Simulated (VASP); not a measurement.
Au: single point with PBEsol

Au:

```xyz
1
Lattice="-1.5805 1.5805 1.7021 1.5805 -1.5805 1.7021 1.5805 1.5805 -1.7021" Properties=species:S:1:pos:R:3 pbc="T T T"
Au    0.0000    0.0000    0.0000
```

This cell differs from its parent crystal: strain -0.025 along x and y, +0.050 along z.

```json
{
 "Program": "VASP 6.6.1",
 "Task": "single point",
 "Functional": "PBEsol",
 "Potentials or basis": "VASP PAW PBE potentials, release 64 (Au)",
 "Cutoff": "520 eV",
 "k mesh": "26 × 26 × 26",
 "Occupations": "gaussian, width 0.15 eV",
 "Spin": "no spin polarisation",
 "Dipole correction": "no",
 "Further INCAR settings": "ALGO = Fast; EDIFF = 1e-06; NBANDS = 12"
}
```

```yaml
Pressure: 0.3 GPa
Band_gap_on_the_k_mesh: zero (an odd number of electrons rules out a gap without spin polarisation)
```

Stress tensor (GPa, compression positive):
```
0.03 0.00 0.00
0.00 0.03 0.00
0.00 0.00 0.73
```

Levels at points of the mesh, in eV from the Fermi level:
```
           k point  band 3  band 4  band 5  band 6  band 7  band 8  band 9  band 10
(0.00, 0.00, 0.00)   -4.99   -4.52   -3.22   -2.69   15.72   16.94   16.94    22.74
(0.50, 0.00, 0.00)   -3.40   -2.63   -1.41   -0.83    3.40   12.72   14.50    21.99
(0.50, 0.50, 0.00)   -2.67   -2.51   -1.29   -0.39    4.00   11.71   12.82    20.41
(0.50, 0.50, 0.50)   -1.84   -1.68   -1.68    4.89    7.00    7.00    9.48    15.54
```

It took 4.1 min on 1 thread of Intel Xeon 8259CL, on a shared host, peak memory 0.37 GiB.

Caveat: the cell differs from its parent crystal (strain -0.025 along x and y, +0.050 along z); the PAW data sets were made with another functional, which shifts forces and pressure a little; spin-orbit coupling is left out, which moves the levels of the heavy elements.
